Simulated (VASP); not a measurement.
Crystal: MgGa2S5.

```
Mg Ga S
1.0
     7.01139    0.00000    0.00000
    -3.50569    6.07204    0.00000
     0.00000    0.00000    4.05134
Mg Ga S
1 2 5
Direct
  0.00000 0.00000 0.00000
  0.33333 0.66667 0.50000
  0.66667 0.33333 0.50000
  0.33333 0.66667 0.00000
  0.00000 0.50000 0.50000
  0.50000 0.50000 0.50000
  0.50000 0.00000 0.50000
  0.66667 0.33333 0.00000
```

The cell was built from a structure type or drawn by symmetry, and may not be a known phase.

- Program: VASP 6.6.1
- Task: relaxation of cell and atoms
- Functional: PBE
- Potentials or basis: VASP PAW PBE potentials, release 64 (Mg, Ga_d, S)
- Cutoff: 600 eV
- k mesh: 3 × 3 × 4
- Occupations: gaussian, width 0.1 eV
- Spin: no spin polarisation

At the start: pressure 35.5 GPa; volume 21.56 Å³/atom.

Q: How do energy, volume and symmetry change on relaxing?

A: Over 7 steps the energy falls by 861.2 meV/atom and the volume is 32.37 Å³/atom (+50.1 %); space group P6/mmm (No. 191, to 0.1 Å) before and after.

The path:
```
step  energy change (eV)  largest force (eV/Å)  pressure (GPa)  volume (Å³)
   1              0.0000                0.0000           35.49       172.48
   2             -5.7286                0.0000           -4.42       320.28
   3             -6.8648                0.0000            0.56       254.37
   4             -6.8682                0.0000            0.00       258.37
   5             -6.8683                0.0000            0.26       256.43
   6             -6.8845                0.0000            0.13       257.71
   7             -6.8895                0.0000            0.02       258.93
```

Final structure:
```
Mg Ga S
1.0
     7.92585    0.00000    0.00000
    -3.96292    6.86398    0.00000
     0.00000    0.00000    4.75947
Mg Ga S
1 2 5
Direct
  0.00000 0.00000 0.00000
  0.33333 0.66667 0.50000
  0.66667 0.33333 0.50000
  0.33333 0.66667 0.00000
  0.00000 0.50000 0.50000
  0.50000 0.50000 0.50000
  0.50000 0.00000 0.50000
  0.66667 0.33333 0.00000
```

Caveat: the k points lie up to 0.33 Å⁻¹ apart in the final cell, too coarse for converged energies and pressures of a metal; the volume moved by over 15 % at a fixed basis, so the end points are rough.
